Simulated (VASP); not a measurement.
Here is a VASP 6.6.1 calculation.

File INCAR:

```
SYSTEM = La36HO54
PREC     = Accurate       ! precision mode
ENCUT    = 520            ! plane-wave cutoff, eV
EDIFF    = 1E-6           ! SCF threshold, eV
ISMEAR   = -1             ! smearing method
SIGMA    = 0.01           ! smearing width, eV
LREAL    = Auto         
LASPH    = .True.         ! aspherical terms in the spheres
NELM     = 200            ! most SCF steps
ALGO     = Normal         ! electronic algorithm
ISIF     = 2              ! what is computed and relaxed
LWAVE    = .False.        ! write WAVECAR
LCHARG   = .False.        ! write CHGCAR
GGA      = PE             ! functional
NBANDS   = 412            ! bands
NELECT   = 720.0        
GGA_COMPAT= .False.      
LMAXMIX  = 6              ! l up to which the mixer works
ISYM     = -1           
KPAR     = 1
```

Contents of KPOINTS:

```
explicit points
1
Reciprocal
  0.25000000   0.25000000   0.25000000 1
```

POSCAR

```
La36HO54
1.0
   11.8217180600     -0.0000000900      0.0000000000
   -5.9108589500     10.2379082000      0.0000000000
    0.0000000000      0.0000000000     12.3757188400
La O H
36 54 1
Direct
    0.2231552600      0.1123291400      0.3754012300
    0.1129259500      0.2225610500      0.1242895800
    0.2242344200      0.1112563100      0.8764765000
    0.1133824100      0.2220990800      0.6249146500
    0.2203933900      0.4460037500      0.3752286500
    0.1112972400      0.5582918500      0.1238330600
    0.2194807500      0.4442642100      0.8805451000
    0.1107502400      0.5580295100      0.6239776400
    0.2223963700      0.7782889200      0.3764437600
    0.1109605000      0.8885982700      0.1220686300
    0.2280080300      0.7803257700      0.8747358300
    0.1148139000      0.8897040100      0.6241093200
    0.5571952400      0.1130788300      0.3764573300
    0.4468855000      0.2245202600      0.1220770900
    0.5551644700      0.1074852300      0.8747269300
    0.4457808000      0.2206757200      0.6241008600
    0.5541670600      0.4414999400      0.3740072300
    0.4449498000      0.5567618100      0.1242935500
    0.5551804300      0.4440082400      0.8759852800
    0.4268551100      0.5401106700      0.6273663900
    0.5547918200      0.7807200200      0.3733055400
    0.4456860400      0.8898061200      0.1226315200
    0.5598746900      0.7755849600      0.8760733600
    0.4487734400      0.8867071800      0.6202248400
    0.8894799000      0.1150975100      0.3752305200
    0.7771804000      0.2241759100      0.1238314200
    0.8912258200      0.1160092200      0.8805423800
    0.7774718800      0.2247507400      0.6239836600
    0.8896386800      0.4458387500      0.3762889800
    0.7785209000      0.5569670000      0.1238475900
    0.8895817900      0.4459123400      0.8785724600
    0.7806728400      0.5548166500      0.6276672200
    0.8939840400      0.7813282700      0.3740059000
    0.7787329200      0.8905543900      0.1242839200
    0.8914725900      0.7802986700      0.8759913200
    0.7953710400      0.9086148900      0.6273836200
    0.2241481700      0.1113344500      0.1752693900
    0.1126021700      0.2228892900      0.3213187400
   -0.0003235400     -0.0026680400      0.0010775200
    0.2239753400      0.1115052400      0.6788390600
    0.1135006800      0.2219838900      0.8269045800
    0.0017844300      0.0061733600      0.5042809500
    0.2226738100      0.4459721400      0.1756838100
    0.1107523800      0.5573086800      0.3204338800
    0.0005025700      0.3349862100     -0.0018474200
    0.2142233900      0.4412815100      0.6822062500
    0.1118430200      0.5587309000      0.8256143300
   -0.0004646800      0.3359321000      0.4962231100
    0.2236408600      0.7797881500      0.1773485000
    0.1121369500      0.8909557100      0.3230756400
   -0.0012241100      0.6691784300      0.0025024000
    0.2272196800      0.7804157900      0.6766875400
    0.1128090300      0.8885448400      0.8224312600
    0.0028309100      0.6677688100      0.5010797400
    0.5556879700      0.1118385500      0.1773683300
    0.4445245600      0.2233433200      0.3230912700
    0.3384294900     -0.0029195200     -0.0048698000
    0.5550783700      0.1082678100      0.6766662600
    0.4469417400      0.2226748500      0.8224104800
    0.3343061100      0.0011568900      0.5003953700
    0.5561781600      0.4456138600      0.1785889000
    0.4458564100      0.5571238400      0.3255002200
    0.3381736100      0.3358102600      0.0010561300
    0.5558866400      0.4456325200      0.6754460700
    0.4410781200      0.5543341600      0.8214353900
    0.3292769100      0.3336766100      0.5042981200
    0.5565217600      0.7789717300      0.1799296700
    0.4456053300      0.8898623800      0.3252884400
    0.3393050500      0.6712192500      0.0001588500
    0.5672930700      0.7681902300      0.6530601000
    0.4516004000      0.8838937500      0.8152022700
    0.3243300000      0.6606389800      0.5005444900
    0.8895237500      0.1128253300      0.1756880300
    0.7781678300      0.2247316600      0.3204352600
    0.6642762500     -0.0037801800      0.0001807700
    0.8941911500      0.1212497300      0.6822048400
    0.7767631400      0.2236503800      0.8256070300
    0.6748230700      0.0111161200      0.5004985700
    0.8888877200      0.4465962700      0.1768834500
    0.7771944800      0.5582935100      0.3255348800
    0.6662918600      0.3366944500      0.0025086600
    0.8895419600      0.4459441000      0.6795680600
    0.7783087500      0.5571758700      0.8235374300
    0.6677251400      0.3326604000      0.5010610200
    0.8898697500      0.7793101300      0.1785724300
    0.7783687500      0.8896344500      0.3254790100
    0.6650977500      0.6703567800     -0.0016140700
    0.8898545700      0.7795992600      0.6754674400
    0.7811429300      0.8944015000      0.8214560200
    0.6715604800      0.6639532000      0.4951031200
    0.6385247900      0.6969594900      0.5532146800
```

Potentials or basis: VASP PAW PBE potentials, release 64 (La, O, H).

Command:

```sh
$ cat potpaw_PBE.64/La/POTCAR potpaw_PBE.64/O/POTCAR potpaw_PBE.64/H/POTCAR > POTCAR
$ mpirun -np 4 vasp_std > vasp.out
```

Estimate the largest force.

0.114 eV/Å.

Forces in eV/Å, atoms in the order of the input:
```
La  -0.014  0.008  0.012
La   0.010 -0.006 -0.011
La  -0.010  0.006  0.018
La  -0.001  0.000 -0.017
La  -0.012  0.004  0.014
La   0.008 -0.006 -0.013
La  -0.009  0.005  0.011
La   0.011 -0.007 -0.013
La  -0.008  0.008  0.013
La   0.010 -0.005 -0.011
La  -0.010  0.004  0.015
La   0.011 -0.008 -0.014
La  -0.011  0.003  0.012
La   0.010 -0.006 -0.012
La  -0.009  0.008  0.015
La   0.013 -0.006 -0.015
La  -0.008  0.007  0.012
La   0.010 -0.006 -0.016
La  -0.011  0.004  0.019
La   0.002 -0.013 -0.001
La  -0.015  0.009  0.000
La   0.007 -0.005 -0.012
La  -0.011  0.006  0.027
La   0.004 -0.002 -0.012
La  -0.009  0.008  0.014
La   0.009 -0.003 -0.013
La  -0.009  0.006  0.011
La   0.011 -0.007 -0.014
La  -0.011  0.006  0.015
La   0.009 -0.005 -0.016
La  -0.009  0.006  0.013
La   0.014 -0.008 -0.015
La  -0.011  0.004  0.012
La   0.011 -0.005 -0.015
La  -0.008  0.006  0.019
La   0.013  0.005 -0.002
O   -0.011  0.005  0.022
O    0.010 -0.007 -0.023
O    0.001 -0.002 -0.002
O   -0.014  0.006  0.024
O    0.003 -0.002 -0.024
O   -0.003  0.000  0.005
O   -0.010  0.006  0.020
O    0.010 -0.005 -0.025
O    0.000 -0.002 -0.004
O    0.011  0.007  0.018
O    0.007 -0.011 -0.022
O    0.004 -0.002  0.001
O   -0.010  0.005  0.024
O    0.012 -0.003 -0.020
O    0.003  0.000 -0.005
O   -0.009  0.002  0.025
O    0.016 -0.003 -0.025
O    0.004  0.001  0.001
O   -0.009  0.006  0.024
O    0.012 -0.008 -0.020
O   -0.004 -0.001  0.002
O   -0.005  0.002  0.023
O    0.014 -0.010 -0.024
O    0.003 -0.002  0.002
O   -0.011  0.005  0.027
O    0.012 -0.003 -0.019
O   -0.002  0.000 -0.002
O   -0.014  0.006  0.018
O    0.008 -0.004 -0.028
O    0.003  0.003  0.004
O   -0.010  0.007  0.027
O    0.013 -0.006 -0.019
O   -0.005 -0.001 -0.002
O   -0.009  0.004  0.002
O    0.007 -0.002 -0.031
O   -0.001  0.002 -0.002
O   -0.011  0.003  0.020
O    0.009 -0.006 -0.024
O    0.000  0.000 -0.003
O   -0.002 -0.013  0.019
O    0.015 -0.003 -0.021
O   -0.004  0.000  0.000
O   -0.012  0.010  0.019
O    0.010 -0.003 -0.022
O    0.002 -0.003 -0.004
O   -0.016  0.009  0.023
O    0.007 -0.004 -0.023
O    0.000 -0.002  0.004
O   -0.010  0.005  0.027
O    0.008 -0.004 -0.019
O    0.003  0.000  0.004
O   -0.012  0.007  0.018
O    0.011 -0.008 -0.025
O    0.065 -0.040 -0.078
H   -0.068  0.039  0.083
```

Caveat: the cell carries a net charge on a neutralising background, which shifts energy and pressure.
